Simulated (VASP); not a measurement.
# Mo2C (P-3m1) in VASP: notebook, part 2 of 2

VASP 6.6.1. The steps go on from the part before.

### 3 Relaxation of cell and atoms, LDA

The input, INCAR:

```
SYSTEM = Mo2C
PREC = Accurate ; ENCUT = 600
EDIFF = 1E-7 ; ISMEAR = 0
SIGMA = 0.1 ; LREAL = .FALSE.
LASPH = .TRUE. ; NELM = 100
ALGO = Normal ; ISIF = 3
LWAVE = .FALSE. ; LCHARG = .FALSE.
GGA = CA ; IBRION = 2
NSW = 100 ; EDIFFG = -0.005
```

The input, KPOINTS:

```
Automatic mesh
0
G
  18 18 10
  0 0 0
```

The input, POSCAR:

```
Mo2C
1.0
    3.0181826654      0.0000000000      0.0000000000
   -1.5090913327      2.6138228615      0.0000000000
    0.0000000000      0.0000000000      4.5965537493
Mo C
2 1
Direct
    0.3333333333      0.6666666667      0.2499126639
    0.6666666667      0.3333333333      0.7500873361
    0.0000000000      0.0000000000      0.5000000000
```

Potentials or basis: VASP PAW LDA potentials, release 64 (Mo_sv, C).

The run is started by

```sh
$ cat potpaw_LDA.64/Mo_sv/POTCAR potpaw_LDA.64/C/POTCAR > POTCAR
$ mpirun -np 1 vasp_std > vasp.out
```

OUTCAR:

```text
SYSTEM = Mo2C
   PREC = Accurate
   ENCUT = 600
   EDIFF = 1E-7
   ISMEAR = 0
   LREAL = .FALSE.
   LASPH = .TRUE.
   NELM = 100
   ISIF = 3
   GGA = CA
   IBRION = 2
   NSW = 100
   EDIFFG = -0.005

 ion  position               nearest neighbor table
   1  0.333  0.667  0.250-   3 2.09   3 2.09   3 2.09   2 2.88   2 2.88   2 2.88   2 2.88   2 2.88
                             2 2.88
   2  0.667  0.333  0.750-   3 2.09   3 2.09   3 2.09   1 2.88   1 2.88   1 2.88   1 2.88   1 2.88
                             1 2.88
   3  0.000  0.000  0.500-   1 2.09   2 2.09   2 2.09   1 2.09   2 2.09   1 2.09

  LATTYP: Found a hexagonal cell.
 ALAT       =     3.0181826654
 C/A-ratio  =     1.5229541280

  Lattice vectors:

 A1 = (   3.0181826654,   0.0000000000,   0.0000000000)
 A2 = (  -1.5090913327,   2.6138228615,   0.0000000000)
 A3 = (   0.0000000000,   0.0000000000,   4.5965537493)

Analysis of symmetry for initial positions (statically):
=====================================================================
 Subroutine PRICEL returns:
 Original cell was already a primitive cell.

 Routine SETGRP: Setting up the symmetry group for a
 hexagonal supercell.

 Subroutine GETGRP returns: Found 12 space group operations
 (whereof 12 operations were pure point group operations)
 out of a pool of 24 trial point group operations.

The static configuration has the point symmetry D_3d.

Analysis of symmetry for dynamics (positions and initial velocities):
=====================================================================
 Subroutine PRICEL returns:
 Original cell was already a primitive cell.

 Routine SETGRP: Setting up the symmetry group for a
 hexagonal supercell.

 Subroutine GETGRP returns: Found 12 space group operations
 (whereof 12 operations were pure point group operations)
 out of a pool of 24 trial point group operations.

The dynamic configuration has the point symmetry D_3d.

 Subroutine INISYM returns: Found 12 space group operations
 (whereof 12 operations are pure point group operations),
 and found     1 'primitive' translations

----------------------------------------------------------------------------------------

                                     Primitive cell

  volume of cell :      36.2622

  direct lattice vectors                    reciprocal lattice vectors
     3.018182665  0.000000000  0.000000000     0.331325208  0.191290698  0.000000000
    -1.509091333  2.613822862  0.000000000     0.000000000  0.382581396  0.000000000
     0.000000000  0.000000000  4.596553749     0.000000000  0.000000000  0.217554293

  length of vectors
     3.018182665  3.018182665  4.596553749     0.382581396  0.382581396  0.217554293

  position of ions in fractional coordinates (direct lattice)
     0.333333333  0.666666667  0.249912664
     0.666666667  0.333333333  0.750087336
     0.000000000  0.000000000  0.500000000

  ion indices of the primitive-cell ions
   primitive index   ion index
                 1           1
                 2           2
                 3           3
[... 23 lines left out ...]
 ===========================================

 Found    330 irreducible k-points:

 Following reciprocal coordinates:
            Coordinates               Weight
  0.000000  0.000000  0.000000      1.000000
  0.055556  0.000000  0.000000      6.000000
  0.111111  0.000000  0.000000      6.000000
  0.166667  0.000000  0.000000      6.000000
  0.222222  0.000000  0.000000      6.000000
  0.277778  0.000000  0.000000      6.000000
[... 16 lines left out ...]
  0.333333  0.111111  0.000000     12.000000
  0.388889  0.111111  0.000000     12.000000
 [... further k-points ...]
   k-points           NKPTS =    330   k-points in BZ     NKDIM =    330   number of bands    NBANDS=     20
   number of dos      NEDOS =    301   number of ions     NIONS =      3
   total plane-waves  NPLWV =  23040
   dimension x,y,z NGX =    24 NGY =   24 NGZ =   40
   dimension x,y,z NGXF=    48 NGYF=   48 NGZF=   80
   ions per type =               2   1
   NGX,Y,Z   is equivalent  to a cutoff of  13.22, 13.22, 14.47 a.u.
   NGXF,Y,Z  is equivalent  to a cutoff of  26.44, 26.44, 28.93 a.u.
 SYSTEM =  Mo2C
   PREC   = accura    normal or accurate (medium, high low for compatibility)
   ISTART =      0    job   : 0-new  1-cont  2-samecut
   ICHARG =      2    charge: 1-file 2-atom 10-const
   ISPIN  =      1    spin polarized calculation?
   LNONCOLLINEAR =      F non collinear calculations
   LSORBIT =      F    spin-orbit coupling
   LASPH  =      T    aspherical Exc in radial PAW
   ENCUT  =  600.0 eV  44.10 Ry    6.64 a.u.   6.03  6.03  9.18*2*pi/ulx,y,z
   NELM   =    100;   NELMIN=  2; NELMDL= -5     # of ELM steps
   EDIFF  = 0.1E-06   stopping-criterion for ELM
   LREAL  =      F    real-space projection
   EDIFFG = -.5E-02   stopping-criterion for IOM
   NSW    =    100    number of steps for IOM
   IBRION =      2    ionic relax: 0-MD 1-quasi-New 2-CG
   NFREE  =      1    steps in history (QN), initial steepest desc. (CG)
   ISIF   =      3    stress and relaxation
   ISYM   =      2    0-nonsym 1-usesym 2-fastsym
   POTIM  = 0.5000    time-step for ionic-motion
   TEBEG  =    0.0;   TEEND  =   0.0 temperature during run
   PSTRESS=    0.0 pullay stress
   NELECT =      32.0000    total number of electrons
   NUPDOWN=      -1.0000    fix difference up-down
   EMIN   =  10.00;   EMAX   =-10.00  energy-range for DOS
   EFERMI =   0.00;   METHOD = LEGACY
   ISMEAR =     0;   SIGMA  =   0.10  broadening in eV -4-tet -1-fermi 0-gaus
   EFERMI_NEDOS =   21; number of points for ismear=-14 and -15
   IALGO  =     38    algorithm
   IMIX   =      4    mixing-type and parameters
     AMIX     =   0.40;   BMIX     =  1.00
     AMIX_MAG =   1.60;   BMIX_MAG =  1.00
  volume/ion in A,a.u.               =      12.09        81.57
  Fermi-wavevector in a.u.,A,eV,Ry     =   1.570267  2.967374 33.548405  2.465738
  Thomas-Fermi vector in A             =   2.672026
   LORBIT       =      0    0 simple, 1 ext, 2 COOP (PROOUT), +10 PAW based schemes
   GGA     = CA    functional components
   LHFCALC =     F    Hartree Fock is set to
   AEXX    =    0.0000 exact exchange contribution
   IVDW    =     0    specifies the selected vdW correction
   LEPSILON=     F    determine dielectric tensor
   LRPA    =     F    only Hartree local field effects (RPA)
 conjugate gradient relaxation of ions
 non-spin polarized calculation
 Gauss-broadening in eV      SIGMA  =   0.10
  energy-cutoff  :      600.00
  volume of cell :       36.26
 maximum number of plane-waves:      1236
   NGX = 13   NGY = 13   NGZ = 19

--------------------------------------- Ionic step        1  -------------------------------------------

 number of electron      31.9999997 magnetization

 Free energy of the ion-electron system (eV)
  ---------------------------------------------------
  ext. energy  EPLUGINS =         0.00000000
  ---------------------------------------------------
  free energy    TOTEN  =       -34.75647482 eV

  energy without entropy =      -34.75017706  energy(sigma->0) =      -34.75332594

------------------------ aborting loop because EDIFF is reached ----------------------------------------

  FORCE on cell =-STRESS in cart. coord.  units (eV):
  Direction    XX          YY          ZZ          XY          YZ          ZX
  --------------------------------------------------------------------------------------
  -------------------------------------------------------------------------------------
  Total        0.2673605      0.2673605      0.2697005      0.0000000      0.0000000      0.0000000
  in kB       11.8128247     11.8128247     11.9162126      0.0000000      0.0000000      0.0000000
  external PRESSURE =      11.8472873 kB  Pullay stress =       0.0000000 kB
[... 209 lines left out ...]
--------------------------------------- Ionic step        7  -------------------------------------------

 number of electron      31.9999997 magnetization

 Free energy of the ion-electron system (eV)
  ---------------------------------------------------
  ext. energy  EPLUGINS =         0.00000000
  ---------------------------------------------------
  free energy    TOTEN  =       -34.75783741 eV

  energy without entropy =      -34.75144568  energy(sigma->0) =      -34.75464154

 E-fermi :  12.6164     XC(G=0): -13.6556

 val. band max:       12.6089875135   @ k =  -0.0556   0.3333   0.2000
 cond. band min:      12.6171129010   @ k =   0.1111   0.0556   0.4000
 fundamental gap:      0.0081253875
 Fermi energy:        12.6164390000

 k-point     1 :       0.0000    0.0000    0.0000
  band No.  band energies     occupation
      1     -48.6105      2.00000
      2     -48.4188      2.00000
      3     -23.4359      2.00000
      4     -22.6210      2.00000
      5     -22.6210      2.00000
      6     -22.4585      2.00000
[... 541 lines left out ...]
     19      15.2321      0.00000
     20      16.0381      0.00000

 [... further k-points ...]
[... 5 lines left out ...]
  --------------------------------------------------------------------------------------
  -------------------------------------------------------------------------------------
  Total        0.0091953      0.0091953      0.0145754      0.0000000      0.0000000      0.0000000
  in kB        0.4055537      0.4055537      0.6428397      0.0000000      0.0000000      0.0000000
  external PRESSURE =       0.4846490 kB  Pullay stress =       0.0000000 kB
[... 18 lines left out ...]
  FREE ENERGIE OF THE ION-ELECTRON SYSTEM (eV)
  ---------------------------------------------------
  free  energy   TOTEN  =       -34.7578374112 eV

  energy  without entropy=      -34.7514456783  energy(sigma->0) =      -34.75464154

 reached required accuracy - stopping structural energy minimisation
```

OSZICAR:

```text
N       E                     dE             d eps       ncg     rms          rms(c)
DAV:   1     0.386835894365E+03    0.38684E+03   -0.21402E+04 13224   0.187E+03
DAV:   2    -0.213264615357E+02   -0.40816E+03   -0.39747E+03 14176   0.541E+02
[... 54 lines left out ...]
   6 F= -.34757830E+02 E0= -.34754634E+02  d E =-.245663E-03
       N       E                     dE             d eps       ncg     rms          rms(c)
DAV:   1    -0.347578938154E+02   -0.63651E-04   -0.26683E-03 13200   0.543E-01    0.589E-02
DAV:   2    -0.347578478242E+02    0.45991E-04   -0.11028E-04 13632   0.105E-01    0.199E-02
DAV:   3    -0.347578378551E+02    0.99691E-05   -0.17884E-05 15352   0.389E-02    0.681E-03
DAV:   4    -0.347578374063E+02    0.44873E-06   -0.15422E-06 15784   0.104E-02    0.295E-03
DAV:   5    -0.347578374112E+02   -0.48358E-08   -0.57758E-08  7740   0.202E-03
   7 F= -.34757837E+02 E0= -.34754642E+02  d E =-.730387E-05
```

Run time: 7.5 min. Hardware: 1 thread of Intel Xeon 6975P-C (Granite Rapids), shared host; peak memory 0.36 GiB.

Results:

| Item | Value |
| --- | --- |
| Free energy | -34.7578 eV |
| Relaxed volume | 12.11 Å³/atom |
| Relaxed cell | a = 3.019 Å, b = 3.019 Å, c = 4.602 Å, α = 90.00°, β = 90.00°, γ = 120.00° |
| Space group after relaxing (to 0.05 Å) | P-3m1 (No. 164) |
| Energy gained by relaxing | 0.5 meV/atom |
| Ionic steps | 7 |
| Pressure after relaxing | 0.0 GPa |
| Band gap on the k mesh | zero (band 16 reaches 14.15 eV, above the bottom of band 17 at 11.45 eV) |

Forces on the atoms (eV/Å):
```
Mo   0.000  0.000 -0.003
Mo   0.000  0.000  0.003
C    0.000  0.000  0.000
```

Step by step:
```
step  energy change (eV)  largest force (eV/Å)  pressure (GPa)  volume (Å³)
   1              0.0000                0.2001            1.18        36.26
   2              0.0047                0.2500           -3.93        36.73
   3             -0.0011                0.0597           -0.42        36.40
   4             -0.0013                0.0227            0.14        36.31
   5             -0.0014                0.0011           -0.01        36.33
   6             -0.0014                0.0025           -0.01        36.33
   7             -0.0014                0.0028            0.05        36.33
```

Final structure:
```
CELL_PARAMETERS angstrom
3.01913 0.00000 0.00000
-1.50957 2.61464 0.00000
0.00000 0.00000 4.60185
ATOMIC_POSITIONS crystal
Mo 0.33333 0.66667 0.24872
Mo 0.66667 0.33333 0.75128
C 0.00000 0.00000 0.50000
```

### 4 Single point, LDA

This run uses another cell than the first one, of the same volume but with other edges.

The input, INCAR:

```
SYSTEM = Mo2C
PREC = Accurate ; ENCUT = 520
EDIFF = 1E-6 ; ISMEAR = 0
SIGMA = 0.1 ; LREAL = .False.
LASPH = .True. ; NELM = 100
ALGO = Normal ; ISIF = 2
LWAVE = .False. ; LCHARG = .True.
LELF = .True. ; LVHAR = .True.
NBANDS = 23 ; ISYM = 0
```

The input, KPOINTS:

```
regular mesh
0
Gamma
  12 7 15
  0 0 0
```

The input, POSCAR:

```
Mo2C
1.0
    3.0156476294      0.0000000000      0.0000000000
   -1.5078238147      5.2866161460      0.0000000000
    1.5078238147      1.2901632689      2.2706996076
Mo C
2 1
Direct
    0.0844730163      0.7511396830      0.5821936504
    0.9155269837      0.2488603170      0.4178063496
    0.5000000000      0.5000000000      0.5000000000
```

The run is started by

```sh
$ cat potpaw_LDA.64/Mo_sv/POTCAR potpaw_LDA.64/C/POTCAR > POTCAR
$ mpirun -np 1 vasp_std > vasp.out
```

Run time: 4.3 min. Hardware: 1 thread of Intel Xeon 6975P-C (Granite Rapids), shared host; peak memory 0.51 GiB.

It converged, with:

| Property | Result |
| --- | --- |
| Free energy | -34.7540 eV |
| Pressure | 1.4 GPa |
| Largest force | 0.071 eV/Å |
| Band gap on the k mesh | zero (band 16 reaches 14.19 eV, above the bottom of band 17 at 11.44 eV) |

Forces in eV/Å, atoms in the order of the input:
```
Mo   0.031  0.052 -0.037
Mo  -0.031 -0.052  0.037
C    0.000  0.000  0.000
```

Stress tensor (GPa, compression positive):
```
 1.49 -0.02  0.01
-0.02  1.50  0.07
 0.01  0.07  1.20
```

Levels at points of the mesh, in eV from the Fermi level:
```
           k point  band 12  band 13  band 14  band 15  band 16  band 17  band 18  band 19  band 20  band 21
(0.00, 0.00, 0.00)    -5.19    -2.40    -1.42    -1.34    -1.34    -1.10    -1.10     0.51     0.51     1.99
(0.50, 0.00, 0.00)    -4.93    -3.84    -1.81    -1.45    -0.45     0.60     1.63     2.15     2.75     2.78
```

### 5 The runs side by side

| task | cell | k mesh | cutoff (eV) | gap on the mesh (eV) | pressure (GPa) | largest force (eV/Å) |
| --- | --- | --- | --- | --- | --- | --- |
| single point | a = 3.016, b = 3.016, c = 4.596 Å, angles 90.0, 90.0, 120.0°, 3 atoms | 18 × 18 × 10 | 520 | none | 1.4 | 0.06 |
| relaxation of cell and atoms | relaxed from a = 3.018, b = 3.018, c = 4.597 Å, angles 90.0, 90.0, 120.0°, 3 atoms | 18 × 18 × 10 | 600 | none | 0.0 | - |
| single point | a = 3.016, b = 5.497 Å, angles 74.1, 60.0, 105.9°, 3 atoms | 12 × 7 × 15 | 520 | none | 1.4 | 0.07 |

Alike in all rows: level LDA; potentials or basis VASP PAW LDA potentials, release 64 (Mo_sv, C); no spin polarisation; smearing gaussian 0.1 eV.

Total energies depend on the potentials used, so only differences within one code and one set of settings carry meaning.
